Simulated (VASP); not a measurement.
# Y2Si3O (P-6m2) in VASP: further runs, part 3 of 4

VASP 6.6.1.

### 5 Single point, PBE

This run uses another cell than the first one, of 24.83 Å³/atom.

The input, INCAR:

```
PREC = Accurate
ENCUT = 520
EDIFF = 1E-7
ISMEAR = 0
SIGMA = 0.1
LREAL = False
LASPH = True
NELM = 80
ALGO = Normal
ISIF = 2
LWAVE = False
LCHARG = True
GGA = PE
LELF = True
LVHAR = True
NBANDS = 29
```

The input, KPOINTS:

```
Automatic mesh
0
Gamma
  12 12 6
```

The input, POSCAR:

```
Y2Si3O
1.0
    4.7090541517      0.0000000000      0.0000000000
   -2.3545270759      4.0781605231      0.0000000000
    0.0000000000      0.0000000000      7.7570154262
Y Si O
2 3 1
Direct
    0.0000000000      0.0000000000      0.0000000000
    0.6666666667      0.3333333333      0.5000000000
    0.3333333333      0.6666666667      0.5000000000
    0.6666666667      0.3333333333      0.8569714653
    0.6666666667      0.3333333333      0.1430285347
    0.0000000000      0.0000000000      0.5000000000
```

Potentials or basis: VASP PAW PBE potentials, release 64 (Y_sv, Si, O).

Run with:

```bash
$ cat potpaw_PBE.64/Y_sv/POTCAR potpaw_PBE.64/Si/POTCAR potpaw_PBE.64/O/POTCAR > POTCAR
$ mpirun -np 1 vasp_std > vasp.out
```

OUTCAR:

```text
PREC = Accurate
   ENCUT = 520
   EDIFF = 1E-7
   ISMEAR = 0
   LREAL = False
   LASPH = True
   NELM = 80
   ISIF = 2
   GGA = PE

 ion  position               nearest neighbor table
   1  0.000  0.000  0.000-   4 2.94   5 2.94   4 2.94   5 2.94   4 2.94   5 2.94
   2  0.667  0.333  0.500-   3 2.72   3 2.72   6 2.72   6 2.72   6 2.72   3 2.72   5 2.77   4 2.77

   3  0.333  0.667  0.500-   2 2.72   2 2.72   2 2.72
   4  0.667  0.333  0.857-   5 2.22   2 2.77   1 2.94   1 2.94   1 2.94
   5  0.667  0.333  0.143-   4 2.22   2 2.77   1 2.94   1 2.94   1 2.94
   6  0.000  0.000  0.500-   2 2.72   2 2.72   2 2.72

  LATTYP: Found a hexagonal cell.
 ALAT       =     4.7090541517
 C/A-ratio  =     1.6472555159

  Lattice vectors:

 A1 = (   4.7090541517,   0.0000000000,   0.0000000000)
 A2 = (  -2.3545270759,   4.0781605231,   0.0000000000)
 A3 = (   0.0000000000,   0.0000000000,   7.7570154262)

Analysis of symmetry for initial positions (statically):
=====================================================================
 Subroutine PRICEL returns:
 Original cell was already a primitive cell.

 Routine SETGRP: Setting up the symmetry group for a
 hexagonal supercell.

 Subroutine GETGRP returns: Found 12 space group operations
 (whereof 12 operations were pure point group operations)
 out of a pool of 24 trial point group operations.

The static configuration has the point symmetry D_3h.

Analysis of symmetry for dynamics (positions and initial velocities):
=====================================================================
 Subroutine PRICEL returns:
 Original cell was already a primitive cell.

 Routine SETGRP: Setting up the symmetry group for a
 hexagonal supercell.

 Subroutine GETGRP returns: Found 12 space group operations
 (whereof 12 operations were pure point group operations)
 out of a pool of 24 trial point group operations.

The dynamic configuration has the point symmetry D_3h.

 Subroutine INISYM returns: Found 12 space group operations
 (whereof 12 operations are pure point group operations),
 and found     1 'primitive' translations

----------------------------------------------------------------------------------------

                                     Primitive cell

  volume of cell :     148.9679

  direct lattice vectors                    reciprocal lattice vectors
     4.709054152  0.000000000  0.000000000     0.212356870  0.122604296  0.000000000
    -2.354527076  4.078160523  0.000000000     0.000000000  0.245208592  0.000000000
     0.000000000  0.000000000  7.757015426     0.000000000  0.000000000  0.128915562

  length of vectors
     4.709054152  4.709054152  7.757015426     0.245208592  0.245208592  0.128915562

  position of ions in fractional coordinates (direct lattice)
     0.000000000  0.000000000  0.000000000
     0.666666667  0.333333333  0.500000000
     0.333333333  0.666666667  0.500000000
     0.666666667  0.333333333  0.856971465
     0.666666667  0.333333333  0.143028535
     0.000000000  0.000000000  0.500000000

  ion indices of the primitive-cell ions
   primitive index   ion index
                 1           1
                 2           2
                 3           3
[... 23 lines left out ...]
     0.000000000  0.000000000  0.000000000

 Subroutine IBZKPT returns following result:
 ===========================================

 Found     76 irreducible k-points:

 Following reciprocal coordinates:
            Coordinates               Weight
  0.000000  0.000000  0.000000      1.000000
  0.083333  0.000000  0.000000      6.000000
  0.166667 -0.000000  0.000000      6.000000
  0.250000  0.000000  0.000000      6.000000
  0.333333  0.000000  0.000000      6.000000
  0.416667  0.000000  0.000000      6.000000
[... 16 lines left out ...]
  0.250000  0.000000  0.166667     12.000000
  0.333333  0.000000  0.166667     12.000000
 [... further k-points ...]
   k-points           NKPTS =     76   k-points in BZ     NKDIM =     76   number of bands    NBANDS=     29
   number of dos      NEDOS =    301   number of ions     NIONS =      6
   total plane-waves  NPLWV =  77760
   dimension x,y,z NGX =    36 NGY =   36 NGZ =   60
   dimension x,y,z NGXF=    72 NGYF=   72 NGZF=  120
   ions per type =               2   3   1
   NGX,Y,Z   is equivalent  to a cutoff of  12.71, 12.71, 12.86 a.u.
   NGXF,Y,Z  is equivalent  to a cutoff of  25.42, 25.42, 25.72 a.u.
 SYSTEM =  unknown system
   PREC   = accura    normal or accurate (medium, high low for compatibility)
   ISTART =      0    job   : 0-new  1-cont  2-samecut
   ICHARG =      2    charge: 1-file 2-atom 10-const
   ISPIN  =      1    spin polarized calculation?
   LNONCOLLINEAR =      F non collinear calculations
   LSORBIT =      F    spin-orbit coupling
   LASPH  =      T    aspherical Exc in radial PAW
   ENCUT  =  520.0 eV  38.22 Ry    6.18 a.u.   8.76  8.76 14.42*2*pi/ulx,y,z
   NELM   =     80;   NELMIN=  2; NELMDL= -5     # of ELM steps
   EDIFF  = 0.1E-06   stopping-criterion for ELM
   LREAL  =      F    real-space projection
   EDIFFG = 0.1E-05   stopping-criterion for IOM
   NSW    =      0    number of steps for IOM
   IBRION =     -1    ionic relax: 0-MD 1-quasi-New 2-CG
   NFREE  =      0    steps in history (QN), initial steepest desc. (CG)
   ISIF   =      2    stress and relaxation
   ISYM   =      2    0-nonsym 1-usesym 2-fastsym
   POTIM  = 0.5000    time-step for ionic-motion
   TEBEG  =    0.0;   TEEND  =   0.0 temperature during run
   PSTRESS=    0.0 pullay stress
   NELECT =      40.0000    total number of electrons
   NUPDOWN=      -1.0000    fix difference up-down
   EMIN   =  10.00;   EMAX   =-10.00  energy-range for DOS
   EFERMI =   0.00;   METHOD = LEGACY
   ISMEAR =     0;   SIGMA  =   0.10  broadening in eV -4-tet -1-fermi 0-gaus
   EFERMI_NEDOS =   21; number of points for ismear=-14 and -15
   IALGO  =     38    algorithm
   IMIX   =      4    mixing-type and parameters
     AMIX     =   0.40;   BMIX     =  1.00
     AMIX_MAG =   1.60;   BMIX_MAG =  1.00
  volume/ion in A,a.u.               =      24.83       167.55
  Fermi-wavevector in a.u.,A,eV,Ry     =   1.056162  1.995857 15.177007  1.115479
  Thomas-Fermi vector in A             =   2.191388
   LORBIT       =      0    0 simple, 1 ext, 2 COOP (PROOUT), +10 PAW based schemes
   GGA     = PE    functional components
   LHFCALC =     F    Hartree Fock is set to
   AEXX    =    0.0000 exact exchange contribution
   IVDW    =     0    specifies the selected vdW correction
   LEPSILON=     F    determine dielectric tensor
   LRPA    =     F    only Hartree local field effects (RPA)
 non-spin polarized calculation
 Gauss-broadening in eV      SIGMA  =   0.10
  energy-cutoff  :      520.00
  volume of cell :      148.97
 maximum number of plane-waves:      4052
 NGX is ok and might be reduce to    36
   NGX = 17   NGY = 17   NGZ = 29

 number of electron      39.9999995 magnetization

 Free energy of the ion-electron system (eV)
  ---------------------------------------------------
  ext. energy  EPLUGINS =         0.00000000
  ---------------------------------------------------
  free energy    TOTEN  =       -33.56953955 eV

  energy without entropy =      -33.54190771  energy(sigma->0) =      -33.55572363

 E-fermi :   3.1887     XC(G=0):  -8.9981

 val. band max:        3.1872312168   @ k =   0.3333   0.3333   0.1667
 cond. band min:       3.1890091644   @ k =   0.1667  -0.0000   0.1667
 fundamental gap:      0.0017779477
 Fermi energy:         3.1886829056

 k-point     1 :       0.0000    0.0000    0.0000
  band No.  band energies     occupation
      1     -39.9615      2.00000
      2     -39.0909      2.00000
      3     -19.9952      2.00000
      4     -19.9109      2.00000
      5     -19.9109      2.00000
      6     -19.1781      2.00000
[... 757 lines left out ...]
     28       6.4186      0.00000
     29       7.1648      0.00000

 [... further k-points ...]
[... 5 lines left out ...]
  --------------------------------------------------------------------------------------
  -------------------------------------------------------------------------------------
  Total       -0.0605091     -0.0605091     -0.0986787      0.0000000     -0.0000000      0.0000000
  in kB       -0.6507861     -0.6507861     -1.0613079      0.0000000     -0.0000000      0.0000000
  external PRESSURE =      -0.7876267 kB  Pullay stress =       0.0000000 kB

 VOLUME and BASIS-vectors are now :
 -----------------------------------------------------------------------------
  energy-cutoff  :      520.00
  volume of cell :      148.97
      direct lattice vectors                 reciprocal lattice vectors
     4.709054152  0.000000000  0.000000000     0.212356870  0.122604296  0.000000000
    -2.354527076  4.078160523  0.000000000     0.000000000  0.245208592  0.000000000
     0.000000000  0.000000000  7.757015426     0.000000000  0.000000000  0.128915562

 POSITION                                       TOTAL-FORCE (eV/Angst)
 -----------------------------------------------------------------------------------
      0.00000      0.00000      0.00000        -0.000000      0.000000      0.000000
      2.35453      1.35939      3.87851        -0.000000      0.000000      0.000000
     -0.00000      2.71877      3.87851        -0.000000      0.000000      0.000000
      2.35453      1.35939      6.64754         0.000000      0.000000     -0.002600
      2.35453      1.35939      1.10947         0.000000     -0.000000      0.002600
      0.00000      0.00000      3.87851         0.000000      0.000000      0.000000
 -----------------------------------------------------------------------------------
    total drift:                               -0.000000      0.000000      0.000000

  FREE ENERGIE OF THE ION-ELECTRON SYSTEM (eV)
  ---------------------------------------------------
  free  energy   TOTEN  =       -33.5695395529 eV

  energy  without entropy=      -33.5419077141  energy(sigma->0) =      -33.55572363
```

OSZICAR:

```text
N       E                     dE             d eps       ncg     rms          rms(c)
DAV:   1     0.184216655955E+03    0.18422E+03   -0.18480E+04  4408   0.124E+03
DAV:   2    -0.199123074858E+02   -0.20413E+03   -0.19809E+03  5350   0.269E+02
DAV:   3    -0.367485556561E+02   -0.16836E+02   -0.16581E+02  6993   0.577E+01
DAV:   4    -0.378029349239E+02   -0.10544E+01   -0.10486E+01  7019   0.127E+01
DAV:   5    -0.378216638922E+02   -0.18729E-01   -0.18723E-01  6283   0.173E+00    0.363E+01
DAV:   6    -0.352530224166E+02    0.25686E+01   -0.23754E+01  5438   0.225E+01    0.298E+01
DAV:   7    -0.345665831011E+02    0.68644E+00   -0.39904E+01  6053   0.157E+01    0.209E+01
DAV:   8    -0.338784889840E+02    0.68809E+00   -0.80441E+00  5613   0.899E+00    0.706E+00
DAV:   9    -0.336212773652E+02    0.25721E+00   -0.38272E+00  5703   0.450E+00    0.360E+00
DAV:  10    -0.335783566019E+02    0.42921E-01   -0.36684E-01  5107   0.198E+00    0.145E+00
DAV:  11    -0.335699146869E+02    0.84419E-02   -0.38399E-02  5550   0.774E-01    0.471E-01
DAV:  12    -0.335694592477E+02    0.45544E-03   -0.63870E-03  6495   0.352E-01    0.230E-01
DAV:  13    -0.335695366155E+02   -0.77368E-04   -0.82893E-04  6756   0.119E-01    0.122E-01
DAV:  14    -0.335695375860E+02   -0.97056E-06   -0.19357E-04  6375   0.527E-02    0.280E-02
DAV:  15    -0.335695394908E+02   -0.19048E-05   -0.32070E-05  5730   0.241E-02    0.195E-02
DAV:  16    -0.335695392205E+02    0.27031E-06   -0.32354E-06  5907   0.785E-03    0.510E-03
DAV:  17    -0.335695396455E+02   -0.42504E-06   -0.20150E-06  5294   0.653E-03    0.312E-03
DAV:  18    -0.335695395529E+02    0.92681E-07   -0.23655E-07  4471   0.214E-03
   1 F= -.33569540E+02 E0= -.33555724E+02  d E =-.276318E-01
```

It took 4.1 min on 1 thread of AMD EPYC 9R45 (Zen 5), shared host; peak memory 0.46 GiB.

Results:

| Property | Result |
| --- | --- |
| Free energy | -33.5695 eV |
| Pressure | -0.1 GPa |
| Band gap on the k mesh | zero (bands 20 and 21 overlap by 0.57 eV) |

Forces on the atoms (eV/Å):
```
Y    0.000  0.000  0.000
Y    0.000  0.000  0.000
Si   0.000  0.000  0.000
Si   0.000  0.000 -0.003
Si   0.000  0.000  0.003
O    0.000  0.000  0.000
```

[end of part 3 of 4]
